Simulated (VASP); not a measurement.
Set up this calculation in VASP 6.6.1, as the native input.

- Task: single point
- Functional: r2SCAN
- Potentials or basis: VASP PAW PBE potentials, release 64 (Si)
- Cutoff: 520 eV
- k mesh: 12 × 12 × 4
- Occupations: gaussian, width 0.05 eV
- Spin: no spin polarisation
- Dipole correction: no
- Further INCAR settings: ALGO = Normal; EDIFF = 1e-06; NBANDS = 16

Crystal: Si.

```
Si
1.0
     3.83191    0.00000    0.00000
    -1.91595    3.31853    0.00000
     0.00000    0.00000    6.34182
Si
4
Direct
  0.25504 0.66667 0.06309
  0.66667 0.33333 0.56309
  0.33333 0.66667 0.43691
  0.66667 0.33333 0.93691
```

This cell differs from its parent crystal: atom 1 (Si) moved by (-0.300, +0.000) A along x and z.

The input as run:

POSCAR

```
Si
1.0
    3.8319083593      0.0000000000      0.0000000000
   -1.9159541797      3.3185299841      0.0000000000
    0.0000000000      0.0000000000      6.3418199252
Si
4
Direct
    0.2550433609      0.6666666667      0.0630908785
    0.6666666667      0.3333333333      0.5630908785
    0.3333333333      0.6666666667      0.4369091215
    0.6666666667      0.3333333333      0.9369091215
```

INCAR.step1

```
ALGO = Normal
EDIFF = 1E-4
ENCUT = 520
GGA = PE
ISMEAR = 0
LASPH = True
LCHARG = False
LREAL = False
LWAVE = True
NBANDS = 16
NELM = 100
PREC = Accurate
SIGMA = 0.05
```

INCAR.step2

```
ALGO = Normal
EDIFF = 1E-6
ENCUT = 520
ISIF = 2
ISMEAR = 0
ISTART = 1
LASPH = True
LCHARG = False
LMIXTAU = True
LREAL = False
LWAVE = False
METAGGA = R2SCAN
NBANDS = 16
NELM = 100
PREC = Accurate
SIGMA = 0.05
```

KPOINTS

```
k-points
0
Gamma
  12 12 4
```

Potentials or basis: VASP PAW PBE potentials, release 64 (Si).

Run with:

```bash
$ cat potpaw_PBE.64/Si/POTCAR > POTCAR
$ cp INCAR.step1 INCAR
$ mpirun -np 1 vasp_std > vasp.out
$ cp INCAR.step2 INCAR
$ mpirun -np 1 vasp_std > vasp.out
```

It gave:

| Quantity | Value |
| --- | --- |
| Pressure | 1.5 GPa |
| Largest force | 4.337 eV/Å |
| Band gap on the k mesh | zero (bands 8 and 9 overlap by 0.53 eV) |

Caveat: the cell differs from its parent crystal (atom 1 (Si) moved by (-0.300, +0.000) A along x and z); semilocal functionals underestimate gaps, and a narrow one can read as zero; the PAW data sets were made with another functional, which shifts forces and pressure a little.

It took 23 min on 1 thread of Oxide Virtual Turin-like Processor, on a shared host, peak memory 0.35 GiB.
